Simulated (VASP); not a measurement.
A run of VASP 6.6.1 is set up as follows.

File INCAR:

```
SYSTEM = ZnO
PREC = Accurate
ENCUT = 520
EDIFF = 1E-7
ISMEAR = -1
SIGMA = 0.05
LREAL = .False.
LASPH = .True.
NELM = 100
ALGO = Normal
ISIF = 2
LWAVE = .False.
LCHARG = .False.
GGA = PE
NBANDS = 16
```

File KPOINTS:

```
Automatic mesh
0
Gamma
  15 15 15
  0 0 0
```

POSCAR

```
ZnO
1.0
    2.4093610557      0.0000000000      0.0000000000
    0.0000000000      2.4093610557      0.0000000000
    0.0000000000      0.0000000000      2.4093610557
Zn O
1 1
Direct
    0.0000000000      0.0000000000      0.0000000000
    0.5000000000      0.5000000000      0.5000000000
```

Potentials or basis: VASP PAW PBE potentials, release 64 (Zn, O).

Run with:

```console
$ cat potpaw_PBE.64/Zn/POTCAR potpaw_PBE.64/O/POTCAR > POTCAR
$ mpirun -np 1 vasp_std > vasp.out
```

Task: Estimate the pressure.

Result: 114.5 GPa.

Task: What does it give for the band gap on the k mesh?

Result: 1.43 eV, indirect (least direct gap 3.62 eV).

 A k mesh can miss the band edges.
